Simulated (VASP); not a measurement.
# PbS in VASP: G0W0 quasiparticle levels with PBE

Aim: the G0W0 quasiparticle levels of PbS with PBE.

Program: VASP 6.6.1. These are calculated values, not measurements. Logs are shortened: lines on timing, memory, paths and dates and some standing lists are left out, and cuts for length are marked.

## 1. The cell of the first run

The typed cell holds 4 atoms: a = 5.956 Å, b = 4.198 Å, c = 4.198 Å, α = 90.00°, β = 90.00°, γ = 90.00°.

## 2. G0W0 quasiparticle levels, PBE

The input, POSCAR:

```
PbS
1.0
    5.9555935510      0.0000000000      0.0000000000
    0.0000000000      2.9685444025      2.9685444272
    0.0000000000     -2.9685444025      2.9685444272
Pb S
2 2
Direct
    0.7498944867      0.2605185190      0.7605185190
    0.2501055133      0.7605185190      0.2605185190
    0.7496621080      0.7604814810      0.2604814810
    0.2503378920      0.2604814810      0.7604814810
```

The input, INCAR.step1:

```
SYSTEM = PbS
PREC     = Accurate       ! precision mode
ENCUT    = 500            ! plane-wave cutoff, eV
EDIFF    = 1E-8           ! SCF threshold, eV
ISMEAR   = 0              ! smearing method
SIGMA    = 0.01           ! smearing width, eV
LREAL    = .False.        ! projectors in reciprocal space
LASPH    = .True.         ! aspherical terms in the spheres
NELM     = 100            ! most SCF steps
ALGO     = Normal         ! electronic algorithm
LWAVE    = .True.         ! write WAVECAR
LCHARG   = .False.        ! write CHGCAR
GGA      = PE             ! functional
```

The input, INCAR.step2:

```
SYSTEM = PbS
PREC     = Accurate       ! precision mode
ENCUT    = 500            ! plane-wave cutoff, eV
EDIFF    = 1E-8           ! SCF threshold, eV
ISMEAR   = 0              ! smearing method
SIGMA    = 0.01           ! smearing width, eV
LREAL    = .False.        ! projectors in reciprocal space
LASPH    = .True.         ! aspherical terms in the spheres
NELM     = 1              ! most SCF steps
ALGO     = Exact          ! electronic algorithm
LWAVE    = .True.         ! write WAVECAR
LCHARG   = .False.        ! write CHGCAR
GGA      = PE             ! functional
NBANDS   = 192            ! bands
LOPTICS  = .True.         ! frequency-dependent dielectric function
ISTART   = 1
```

The input, INCAR.step3:

```
SYSTEM = PbS
PREC     = Accurate       ! precision mode
ENCUT    = 500            ! plane-wave cutoff, eV
EDIFF    = 1E-8           ! SCF threshold, eV
ISMEAR   = 0              ! smearing method
SIGMA    = 0.01           ! smearing width, eV
LREAL    = .False.        ! projectors in reciprocal space
LASPH    = .True.         ! aspherical terms in the spheres
ALGO     = EVGW0          ! electronic algorithm
LWAVE    = .False.        ! write WAVECAR
LCHARG   = .False.        ! write CHGCAR
GGA      = PE             ! functional
NELMGW   = 1            
NBANDS   = 192            ! bands
ENCUTGW  = 80.0           ! cutoff of the response function
NOMEGA   = 96             ! frequency points
PRECFOCK = Fast         
ISTART   = 1            
NBANDSGW = 30           
OMEGAMAX = 20
```

The input, KPOINTS:

```
regular mesh
0
Gamma
  4 4 4
  0 0 0
```

Potentials or basis: VASP PAW PBE potentials, release 64 (Pb_d_GW, S_GW).

Started as:

```
cat potpaw_PBE.64/Pb_d_GW/POTCAR potpaw_PBE.64/S_GW/POTCAR > POTCAR
cp INCAR.step1 INCAR
mpirun -np 1 vasp_std > vasp.out
cp INCAR.step2 INCAR
mpirun -np 1 vasp_std > vasp.out
cp INCAR.step3 INCAR
mpirun -np 1 vasp_std > vasp.out
```

OUTCAR:

```text
SYSTEM = PbS
   PREC = Accurate
   ENCUT = 500
   EDIFF = 1E-8
   ISMEAR = 0
   LREAL = .False.
   LASPH = .True.
   GGA = PE
   NELMGW = 1
   ENCUTGW = 80.0
   PRECFOCK = Fast
   ISTART = 1

 ion  position               nearest neighbor table
   1  0.750  0.261  0.761-
   2  0.250  0.761  0.261-
   3  0.750  0.760  0.260-
   4  0.250  0.260  0.760-

  LATTYP: Found a simple tetragonal cell.
 ALAT       =     4.1981557720
 C/A-ratio  =     1.4186213839

  Lattice vectors:

 A1 = (   0.0000000000,   2.9685444025,   2.9685444272)
 A2 = (   0.0000000000,  -2.9685444025,   2.9685444272)
 A3 = (   5.9555935510,   0.0000000000,   0.0000000000)

Analysis of symmetry for initial positions (statically):
=====================================================================
 Subroutine PRICEL returns:
 Original cell was already a primitive cell.

 Routine SETGRP: Setting up the symmetry group for a
 simple tetragonal supercell.

 Subroutine GETGRP returns: Found  4 space group operations
 (whereof  2 operations were pure point group operations)
 out of a pool of 16 trial point group operations.

The static configuration has the point symmetry C_2 .
 The point group associated with its full space group is C_2v.

Analysis of symmetry for dynamics (positions and initial velocities):
=====================================================================
 Subroutine PRICEL returns:
 Original cell was already a primitive cell.

 Routine SETGRP: Setting up the symmetry group for a
 simple tetragonal supercell.

 Subroutine GETGRP returns: Found  4 space group operations
 (whereof  2 operations were pure point group operations)
 out of a pool of 16 trial point group operations.

The dynamic configuration has the point symmetry C_2 .
 The point group associated with its full space group is C_2v.

 Subroutine INISYM returns: Found  4 space group operations
 (whereof  2 operations are pure point group operations),
 and found     1 'primitive' translations

----------------------------------------------------------------------------------------

                                     Primitive cell

  volume of cell :     104.9644

  direct lattice vectors                    reciprocal lattice vectors
     5.955593551  0.000000000  0.000000000     0.167909377  0.000000000  0.000000000
     0.000000000  2.968544403  2.968544427     0.000000000  0.168432717  0.168432716
     0.000000000 -2.968544403  2.968544427     0.000000000 -0.168432717  0.168432716

  length of vectors
     5.955593551  4.198155772  4.198155772     0.167909377  0.238199832  0.238199832

  position of ions in fractional coordinates (direct lattice)
     0.749894487  0.260518519  0.760518519
     0.250105513  0.760518519  0.260518519
     0.749662108  0.760481481  0.260481481
     0.250337892  0.260481481  0.760481481

  ion indices of the primitive-cell ions
   primitive index   ion index
                 1           1
                 2           2
                 3           3
                 4           4

----------------------------------------------------------------------------------------

 KPOINTS: regular mesh

Automatic generation of k-mesh.
 Grid dimensions read from file:
 generate k-points for:    4    4    4

 Generating k-lattice:

  Cartesian coordinates                     Fractional coordinates (reciprocal lattice)
     0.041977344  0.000000000  0.000000000     0.250000000  0.000000000  0.000000000
     0.000000000  0.042108179  0.042108179     0.000000000  0.250000000  0.000000000
     0.000000000 -0.042108179  0.042108179     0.000000000  0.000000000  0.250000000

  Length of vectors
     0.041977344  0.059549958  0.059549958

  Shift w.r.t. Gamma in fractional coordinates (k-lattice)
     0.000000000  0.000000000  0.000000000

 Subroutine IBZKPT returns following result:
 ===========================================

 Found     21 irreducible k-points:

 Following reciprocal coordinates:
            Coordinates               Weight
  0.000000  0.000000  0.000000      1.000000
  0.250000  0.000000  0.000000      2.000000
  0.500000  0.000000  0.000000      1.000000
  0.000000  0.250000  0.000000      4.000000
  0.250000  0.250000  0.000000      8.000000
  0.500000  0.250000  0.000000      4.000000
[... 13 lines left out ...]
  0.250000  0.500000  0.500000      2.000000
  0.500000  0.500000  0.500000      1.000000
   k-points           NKPTS =     21   k-points in BZ     NKDIM =     64   number of bands    NBANDS=    192
   number of dos      NEDOS =    301   number of ions     NIONS =      4
   total plane-waves  NPLWV =  49152
   dimension x,y,z NGX =    48 NGY =   32 NGZ =   32
   dimension x,y,z NGXF=    96 NGYF=   64 NGZF=   64
   ions per type =               2   2
   NGX,Y,Z   is equivalent  to a cutoff of  13.40, 12.67, 12.67 a.u.
   NGXF,Y,Z  is equivalent  to a cutoff of  26.80, 25.34, 25.34 a.u.
 SYSTEM =  PbS
   PREC   = accura    normal or accurate (medium, high low for compatibility)
   ISTART =      1    job   : 0-new  1-cont  2-samecut
   ICHARG =      0    charge: 1-file 2-atom 10-const
   ISPIN  =      1    spin polarized calculation?
   LNONCOLLINEAR =      F non collinear calculations
   LSORBIT =      F    spin-orbit coupling
   LASPH  =      T    aspherical Exc in radial PAW
   ENCUT  =  500.0 eV  36.75 Ry    6.06 a.u.  10.86  7.65  7.65*2*pi/ulx,y,z
   NELM   =     60;   NELMIN=  2; NELMDL=  0     # of ELM steps
   EDIFF  = 0.1E-07   stopping-criterion for ELM
   LREAL  =      F    real-space projection
   EDIFFG = 0.1E-06   stopping-criterion for IOM
   NSW    =      0    number of steps for IOM
   IBRION =     -1    ionic relax: 0-MD 1-quasi-New 2-CG
   NFREE  =      0    steps in history (QN), initial steepest desc. (CG)
   ISIF   =      0    stress and relaxation
   ISYM   =      3    0-nonsym 1-usesym 2-fastsym
   POTIM  = 0.5000    time-step for ionic-motion
   TEBEG  =    0.0;   TEEND  =   0.0 temperature during run
   PSTRESS=    0.0 pullay stress
   NELECT =      44.0000    total number of electrons
   NUPDOWN=      -1.0000    fix difference up-down
   EMIN   =  10.00;   EMAX   =-10.00  energy-range for DOS
   EFERMI =   0.00;   METHOD = LEGACY
   ISMEAR =     0;   SIGMA  =   0.01  broadening in eV -4-tet -1-fermi 0-gaus
   EFERMI_NEDOS =   21; number of points for ismear=-14 and -15
   IALGO  =     38    algorithm
   IMIX   =      4    mixing-type and parameters
     AMIX     =   0.40;   BMIX     =  1.00
     AMIX_MAG =   1.60;   BMIX_MAG =  1.00
  volume/ion in A,a.u.               =      26.24       177.08
  Fermi-wavevector in a.u.,A,eV,Ry     =   1.225213  2.315317 20.424351  1.501147
  Thomas-Fermi vector in A             =   2.360259
   LORBIT       =      0    0 simple, 1 ext, 2 COOP (PROOUT), +10 PAW based schemes
   GGA     = PE    functional components
   LHFCALC =     T    Hartree Fock is set to
   PRECFOCK=fast      Normal, Fast or Accurate (Low or Medium for compatibility)
   ENCUT4O =  -1.0   cutoff for four orbital integrals eV
   NKREDX  =     1    reduce k-point grid by
   NKREDY  =     1    reduce k-point grid by
   NKREDZ  =     1    reduce k-point grid by
   AEXX    =    1.0000 exact exchange contribution
   HFSCREEN=    0.0000 screening length (either q_TF or 0.3 A-1)
   HFSCREENC=   0.0000 screening length for correlation (either q_TF or 0.3 A-1)
   ENCUTFOCK=  -1.0 apply spherical cutoff to Coloumb kernel
   IVDW    =     0    specifies the selected vdW correction
   LEPSILON=     F    determine dielectric tensor
   LRPA    =     F    only Hartree local field effects (RPA)
   LRPAFORCE           =     F    calculate RPA forces
   ENCUTGW             =  80.0    cutoff for response function in eV
   ENCUTGWSOFT         =  64.0    soft cutoff for Coulomb kernel in GW response function in eV
   ENCUTLF             =  -1.0    cutoff for local field effects
   NELMGW              =     1    number of iterations in solving QP/BSE equation
   NELMHF              =     1    number of iterations in the inner HF iteration
   NKREDLFX            =     1    NKREDLFY  =   1   NKREDLFZ  =   1
 non-spin polarized calculation
 Gauss-broadening in eV      SIGMA  =   0.01
  energy-cutoff  :      500.00
  volume of cell :      104.96
 maximum number of plane-waves:      2701
 NGX is ok and might be reduce to    48
  NGX = 28; NGY = 18; NGZ = 18
   NGX = 21   NGY = 15   NGZ = 15
 maximum number of plane-waves:       184
 NGX is ok and might be reduce to    18

 QP shifts <psi_nk| G(iteration)W_0 |psi_nk>: iteration 1
 for sc-GW calculations column KS-energies equals QP-energies in previous step
 and V_xc(KS)=  KS-energies - (<T + V_ion + V_H > + <T+V_H+V_ion>^1  + <V_x>^1)

 k-point   1 :       0.0000    0.0000    0.0000
  band No.  KS-energies  QP-energies   sigma(KS)   V_xc(KS)     V^pw_x(r,r')   Z            occupation Imag(sigma)

      1    -135.7235    -158.8815     -28.4858       5.4444     -36.1666       0.6825       2.0000       0.1512
      2    -135.7235    -158.8815     -28.4858       5.4444     -36.1666       0.6825       2.0000       0.1512
      3     -13.1912     -19.7172     -19.4900      -9.9820     -25.1661       0.6864       2.0000       0.2895
      4     -13.0795     -20.0559     -19.8586      -9.8354     -25.1825       0.6960       2.0000       0.1633
      5     -13.0554     -20.0674     -19.9031      -9.8452     -25.2198       0.6972       2.0000       0.1610
      6     -13.0554     -20.0674     -19.9031      -9.8452     -25.2198       0.6972       2.0000       0.1610
[... 22 lines left out ...]
     29       9.3871       9.3500     -11.3583     -11.3063      -6.5996       0.7129       0.0000      -0.1979
     30      10.4246      10.2163      -8.9713      -8.6996      -4.3262       0.7667       0.0000      -0.1527

 k-point   2 :       0.2500    0.0000    0.0000
  band No.  KS-energies  QP-energies   sigma(KS)   V_xc(KS)     V^pw_x(r,r')   Z            occupation Imag(sigma)

      1    -135.7234    -159.0236     -28.4858       5.4455     -36.1665       0.6867       2.0000       0.1512
      2    -135.7234    -159.0236     -28.4858       5.4455     -36.1665       0.6867       2.0000       0.1512
      3     -13.1608     -19.7839     -19.5837      -9.9607     -25.2002       0.6883       2.0000       0.2773
      4     -13.0758     -20.0604     -19.8650      -9.8369     -25.1880       0.6965       2.0000       0.1633
      5     -13.0583     -20.0629     -19.8952      -9.8440     -25.2151       0.6969       2.0000       0.1623
      6     -13.0521     -20.0444     -19.9180      -9.8889     -25.3209       0.6972       2.0000       0.2161
[... 22 lines left out ...]
     29       9.0977       9.0588     -11.1231     -11.0689      -6.4697       0.7181       0.0000      -0.1718
     30       9.5231       9.2362      -8.4447      -8.0750      -3.9356       0.7760       0.0000      -0.1275

 k-point   3 :       0.5000    0.0000    0.0000
  band No.  KS-energies  QP-energies   sigma(KS)   V_xc(KS)     V^pw_x(r,r')   Z            occupation Imag(sigma)
[... 607 lines left out ...]
     29      10.0821       9.9119     -10.6183     -10.3854      -5.7488       0.7307       0.0000      -0.2371
     30      10.0821       9.9119     -10.6183     -10.3854      -5.7488       0.7307       0.0000      -0.2371

 k-point  21 :       0.5000    0.5000    0.5000
  band No.  KS-energies  QP-energies   sigma(KS)   V_xc(KS)     V^pw_x(r,r')   Z            occupation Imag(sigma)

      1    -135.7234    -158.9567     -28.4858       5.4451     -36.1665       0.6847       2.0000       0.1512
      2    -135.7234    -158.9567     -28.4858       5.4451     -36.1665       0.6847       2.0000       0.1512
      3     -13.1479     -19.7896     -19.6025      -9.9634     -25.2151       0.6890       2.0000       0.2704
      4     -13.1479     -19.7896     -19.6025      -9.9634     -25.2151       0.6890       2.0000       0.2704
      5     -13.0398     -20.0746     -19.9196      -9.8472     -25.2355       0.6984       2.0000       0.1613
      6     -13.0398     -20.0746     -19.9196      -9.8472     -25.2355       0.6984       2.0000       0.1613
[... 22 lines left out ...]
     29      11.8365      11.6233      -9.7614      -9.4780      -4.6322       0.7523       0.0000      -0.3309
     30      11.8365      11.6233      -9.7614      -9.4780      -4.6322       0.7523       0.0000      -0.3309
```

Wall time 60 min (1 thread of Intel Xeon Platinum 8488C (Sapphire Rapids), shared host); peak memory 3.2 GiB.

What came out:

```
Quasiparticle gap                                   : 0.61 eV
Least direct quasiparticle gap                      : 0.61 eV
Band gap of the starting levels on the mesh         : 0.38 eV
Least direct gap of the starting levels on the mesh : 0.38 eV
```

Caveat: the k points lie up to 0.37 Å⁻¹ apart; bands, screening cutoff and mesh are small and nothing is extrapolated, so the quasiparticle values aren't converged; spin-orbit coupling is left out, which moves the levels of the heavy elements.
